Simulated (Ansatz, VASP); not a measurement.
## One calculation of Al3FeCo2, two programs

```
CELL_PARAMETERS angstrom
4.03911 0.00000 0.00000
-2.01955 3.49797 0.00000
0.00000 0.00000 4.94397
ATOMIC_POSITIONS crystal
Al 0.00000 0.00000 0.00000
Al 0.66667 0.33333 0.33436
Al 0.33333 0.66667 0.66564
Fe 0.00000 0.00000 0.50000
Co 0.33333 0.66667 0.16543
Co 0.66667 0.33333 0.83457
```

Alike in both runs: functional PBE; k mesh 12 × 12 × 8; occupations gaussian, width 0.1 eV; no spin polarisation.

Ansatz relaxed the structure, and its values are those at the end. VASP's run is a single point on that final structure, the one shown.

|  | VASP | Ansatz |
| --- | --- | --- |
| version | VASP 6.6.1 | Ansatz 0.2.0 |
| potentials or method | VASP PAW PBE potentials, release 64 (Al, Fe, Co), cutoff 520 eV | scalar-relativistic, plane waves, PAW |
| valence electrons in the cell | 35 | 59 |

|  | VASP | Ansatz | Ansatz less VASP |
| --- | --- | --- | --- |
| gap on the k mesh at the Fermi level (eV) | none | none | - |
| pressure (GPa) | -0.1 | 0.0 | +0.08 |

A gap of «none» marks a metal or a gap that the smearing closes. VASP's potentials hold 35 valence electrons a cell and Ansatz's 59, so a difference there can come from the potentials and not from the codes.
